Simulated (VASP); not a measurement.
Si (a cell with a defect): relaxation of the atoms with PBE

System: Si (a cell with a defect).

```
CELL_PARAMETERS angstrom
0.00000 5.43000 5.43000
5.43000 0.00000 5.43000
5.43000 5.43000 0.00000
ATOMIC_POSITIONS crystal
Si 0.00000 0.00000 0.00000
Si 0.12500 0.12500 0.12500
Si 0.00000 0.00000 0.50000
Si 0.12500 0.12500 0.62500
Si 0.00000 0.50000 0.00000
Si 0.12500 0.62500 0.12500
Si 0.00000 0.50000 0.50000
Si 0.12500 0.62500 0.62500
Si 0.50000 0.00000 0.00000
Si 0.62500 0.12500 0.12500
Si 0.50000 0.00000 0.50000
Si 0.62500 0.12500 0.62500
Si 0.50000 0.50000 0.00000
Si 0.62500 0.62500 0.12500
Si 0.50000 0.50000 0.50000
Si 0.62500 0.62500 0.62500
Si 0.81336 0.30898 0.07278
```

* Program: VASP 6.6.1
* Task: relaxation of the atoms
* Functional: PBE
* Potentials or basis: VASP PAW PBE potentials, release 64 (Si)
* Cutoff: 520 eV
* k mesh: 2 × 2 × 2
* Occupations: gaussian, width 0.02 eV
* Spin: no spin polarisation
* Dipole correction: no
* Further INCAR settings: LREAL = Auto; ALGO = Normal; EDIFF = 1e-07; IBRION = 2; EDIFFG = -0.03; NSW = 80

```json
{
  "Energy gained by relaxing": "58.3 meV/atom",
  "Ionic steps": "56",
  "Pressure after relaxing": "4.4 GPa",
  "Largest force after relaxing": "0.026 eV/Å",
  "Band gap on the k mesh": "zero (bands 34 and 35 overlap by 0.10 eV)"
}
```

Forces in eV/Å, atoms in the order of the input:
```
Si  -0.016  0.003 -0.007
Si   0.003 -0.022 -0.001
Si  -0.004 -0.001  0.006
Si   0.001  0.003  0.003
Si   0.008  0.003  0.018
Si   0.007  0.025 -0.002
Si  -0.004 -0.006 -0.001
Si  -0.004 -0.002 -0.001
Si   0.016 -0.005 -0.016
Si  -0.013 -0.001 -0.012
Si   0.006  0.008  0.003
Si   0.002  0.005 -0.001
Si  -0.007  0.008  0.008
Si   0.005  0.005  0.015
Si  -0.003  0.006 -0.005
Si   0.006 -0.007 -0.002
Si  -0.003 -0.020 -0.005
```

Stress tensor (GPa, compression positive):
```
 4.39 -0.46  0.55
-0.46  4.26  0.48
 0.55  0.48  4.43
```

The path:
```csv
step,energy change (eV),largest force (eV/Å),pressure (GPa)
1,0.0000,2.4870,7.59
3,-0.6941,0.7318,6.26
5,-0.7740,0.4351,6.06
7,-0.8093,0.3025,5.95
9,-0.8949,0.2838,5.63
11,-0.9095,0.4476,5.37
13,-0.9528,0.1501,4.87
15,-0.9549,0.0895,4.84
17,-0.9572,0.0879,4.83
19,-0.9604,0.0350,4.82
21,-0.9613,0.0573,4.81
23,-0.9622,0.0474,4.77
25,-0.9641,0.0433,4.67
27,-0.9652,0.0327,4.62
29,-0.9661,0.0541,4.54
31,-0.9676,0.0454,4.47
33,-0.9681,0.0439,4.47
35,-0.9689,0.0394,4.48
37,-0.9706,0.1020,4.51
39,-0.9712,0.0945,4.52
41,-0.9730,0.0674,4.54
43,-0.9753,0.0733,4.52
45,-0.9774,0.2798,4.38
47,-0.9805,0.1404,4.43
49,-0.9838,0.1789,4.38
51,-0.9840,0.1849,4.37
53,-0.9894,0.0881,4.34
55,-0.9906,0.0374,4.35
56,-0.9908,0.0264,4.36
```

Final structure:
```cif
data_structure
_symmetry_space_group_name_H-M 'P 1'
_symmetry_Int_Tables_number 1
_cell_length_a 7.6792
_cell_length_b 7.6792
_cell_length_c 7.6792
_cell_angle_alpha 60.000
_cell_angle_beta 60.000
_cell_angle_gamma 60.000
_cell_volume 320.21
loop_
_atom_site_label
_atom_site_type_symbol
_atom_site_fract_x
_atom_site_fract_y
_atom_site_fract_z
_atom_site_occupancy
Si1 Si 0.00112 0.99167 0.00722 1
Si2 Si 0.16611 0.10591 0.12210 1
Si3 Si 0.01738 0.99310 0.49644 1
Si4 Si 0.12225 0.12108 0.63484 1
Si5 Si 0.00094 0.50037 0.00735 1
Si6 Si 0.11570 0.61697 0.15057 1
Si7 Si 0.99231 0.49237 0.52325 1
Si8 Si 0.12225 0.62188 0.63505 1
Si9 Si 0.52446 0.02257 0.93099 1
Si10 Si 0.60701 0.10781 0.12151 1
Si11 Si 0.49347 0.99344 0.49588 1
Si12 Si 0.65016 0.14997 0.54997 1
Si13 Si 0.49068 0.50089 0.00753 1
Si14 Si 0.60630 0.66433 0.12161 1
Si15 Si 0.49342 0.51728 0.49597 1
Si16 Si 0.62099 0.62206 0.63499 1
Si17 Si 0.78881 0.28728 0.13750 1
```

Levels at points of the mesh, in eV from the Fermi level:
```csv
k point,band 32,band 33,band 34,band 35,band 36,band 37
"(0.00, 0.00, 0.00)",-0.73,-0.73,-0.51,-0.09,-0.06,0.24
"(0.50, 0.00, 0.00)",-1.37,-0.90,-0.17,0.17,0.69,0.90
"(0.00, 0.50, 0.00)",-1.37,-0.89,-0.18,0.17,0.69,0.91
"(0.00, 0.00, 0.50)",-1.33,-1.32,-0.29,0.34,0.37,1.17
"(0.50, 0.50, 0.50)",-1.37,-0.89,-0.19,0.17,0.69,0.91
"(0.50, 0.50, 0.00)",-1.73,-0.81,0.01,0.36,1.27,1.44
"(0.00, 0.50, 0.50)",-1.73,-0.81,0.01,0.36,1.27,1.44
"(0.50, 0.00, 0.50)",-1.73,-0.80,0.00,0.37,1.27,1.44
```

Run time: 97 min on 1 thread of Intel(R) Xeon(R) Platinum 8488C (Sapphire Rapids) (shared host), peak memory 0.52 GiB.

Caveat: the k points lie up to 0.50 Å⁻¹ apart.
